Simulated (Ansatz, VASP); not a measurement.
**Re: VASP beside Ansatz**

```xyz
12
Lattice="3.1755 1.8334 5.4154 -3.1755 1.8334 5.4154 0.0000 -3.6667 5.4154" Properties=species:S:1:pos:R:3 pbc="T T T"
Re   -2.0432    1.1796    3.6500
Re    0.0000   -2.3592    3.6500
Re    2.0432    1.1796    3.6500
Re    2.0432   -1.1796   12.5964
Re   -2.0432   -1.1796   12.5964
Re    0.0000    2.3592   12.5964
Re   -1.3001    0.7506    5.8105
Re    0.0000   -1.5012    5.8105
Re    1.3001    0.7506    5.8105
Re    1.3001   -0.7506   10.4358
Re   -1.3001   -0.7506   10.4358
Re    0.0000    1.5012   10.4358
```

Alike in both runs: task relaxation of cell and atoms; functional PBEsol; k mesh 3 × 3 × 3; occupations gaussian, width 0.1 eV; no spin polarisation.

```csv
,VASP,Ansatz
version,VASP 6.6.1,Ansatz 0.2.0
potentials or method,"VASP PAW PBE potentials, release 64 (Re), cutoff 600 eV","scalar-relativistic, plane waves, PAW"
valence electrons in the cell,84,180
```

|  | VASP | Ansatz | Ansatz less VASP |
| --- | --- | --- | --- |
| gap on the k mesh at the Fermi level, each at its own relaxed structure (eV) | none | none | - |
| relaxed volume (Å³/atom) | 20.05 | 20.09 | +0.034 |
| relaxed cell length with the largest relative difference (Å) | 7.508 | 7.498 | -0.0103 |

VASP's potentials were made for PBE, not for PBEsol. A gap of «none» marks a metal or a gap that the smearing closes. VASP's potentials hold 84 valence electrons a cell and Ansatz's 180, so a difference there can come from the potentials and not from the codes.

The k mesh is coarse, so the values compare programs but aren't converged. Spin-orbit coupling is off throughout. Noted on VASP's run: the volume moved by over 15 % at a fixed basis, so the end points are rough.
